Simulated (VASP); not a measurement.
Set up this calculation in VASP 6.6.1, as the native input.

```
Task                   : single point
Functional             : r2SCAN
Potentials or basis    : VASP PAW PBE potentials, release 64 (Al, O)
Cutoff                 : 520 eV
k mesh                 : 6 × 6 × 6
Occupations            : gaussian, width 0.05 eV
Spin                   : no spin polarisation
Dipole correction      : no
Further INCAR settings : ALGO = Normal; EDIFF = 1e-06; NBANDS = 35
```

Al2O3:

```
CELL_PARAMETERS angstrom
2.37957 1.37385 4.33164
-2.37957 1.37385 4.33164
0.00000 -2.74769 4.33164
ATOMIC_POSITIONS crystal
Al 0.85192 0.85192 0.85192
Al 0.64808 0.64808 0.64808
Al 0.14808 0.14808 0.14808
Al 0.35192 0.35192 0.35192
O 0.05639 0.44361 0.75000
O 0.75000 0.05639 0.44361
O 0.44361 0.75000 0.05639
O 0.94361 0.55639 0.25000
O 0.25000 0.94361 0.55639
O 0.55639 0.25000 0.94361
```

One way to write it, as run:

POSCAR

```
Al2O3
1.0
    2.3795714515      1.3738462181      4.3316358120
   -2.3795714515      1.3738462181      4.3316358120
    0.0000000000     -2.7476924362      4.3316358120
Al O
4 6
Direct
    0.8519165699      0.8519165699      0.8519165699
    0.6480834301      0.6480834301      0.6480834301
    0.1480834301      0.1480834301      0.1480834301
    0.3519165699      0.3519165699      0.3519165699
    0.0563854984      0.4436145016      0.7500000000
    0.7500000000      0.0563854984      0.4436145016
    0.4436145016      0.7500000000      0.0563854984
    0.9436145016      0.5563854984      0.2500000000
    0.2500000000      0.9436145016      0.5563854984
    0.5563854984      0.2500000000      0.9436145016
```

INCAR.step1

```
PREC     = Accurate       # precision mode
ENCUT    = 520            # plane-wave cutoff, eV
ISMEAR   = 0              # smearing method
SIGMA    = 0.05           # smearing width, eV
LREAL    = False          # projectors in reciprocal space
LASPH    = True           # aspherical terms in the spheres
NELM     = 80             # most SCF steps
NBANDS   = 35             # bands
GGA      = PE             # functional
ALGO     = Normal         # electronic algorithm
EDIFF    = 1E-4           # SCF threshold, eV
LWAVE    = True           # write WAVECAR
LCHARG   = False          # write CHGCAR
```

INCAR.step2

```
PREC     = Accurate       # precision mode
ENCUT    = 520            # plane-wave cutoff, eV
EDIFF    = 1E-6           # SCF threshold, eV
ISMEAR   = 0              # smearing method
SIGMA    = 0.05           # smearing width, eV
LREAL    = False          # projectors in reciprocal space
LASPH    = True           # aspherical terms in the spheres
NELM     = 80             # most SCF steps
ALGO     = Normal         # electronic algorithm
ISIF     = 2              # what is computed and relaxed
LWAVE    = False          # write WAVECAR
LCHARG   = True           # write CHGCAR
METAGGA  = R2SCAN         # meta-GGA
LMIXTAU  = True         
LELF     = True           # ELF
LVHAR    = True         
NBANDS   = 35             # bands
ISTART   = 1
```

KPOINTS

```
regular mesh
0
Gamma
  6 6 6
```

Potentials or basis: VASP PAW PBE potentials, release 64 (Al, O).

The run is started by

```sh
$ cat potpaw_PBE.64/Al/POTCAR potpaw_PBE.64/O/POTCAR > POTCAR
$ cp INCAR.step1 INCAR
$ mpirun -np 1 vasp_std > vasp.out
$ cp INCAR.step2 INCAR
$ mpirun -np 1 vasp_std > vasp.out
```

Results of the run:

```yaml
Pressure: -0.5 GPa
Largest_force: 0.020 eV/Å
Band_gap_on_the_k_mesh: 7.15 eV
```

Caveat: the PAW data sets were made with another functional, which shifts forces and pressure a little.

Run time: 9.2 min on 1 thread of Intel Xeon 8259CL (shared host), peak memory 0.29 GiB.
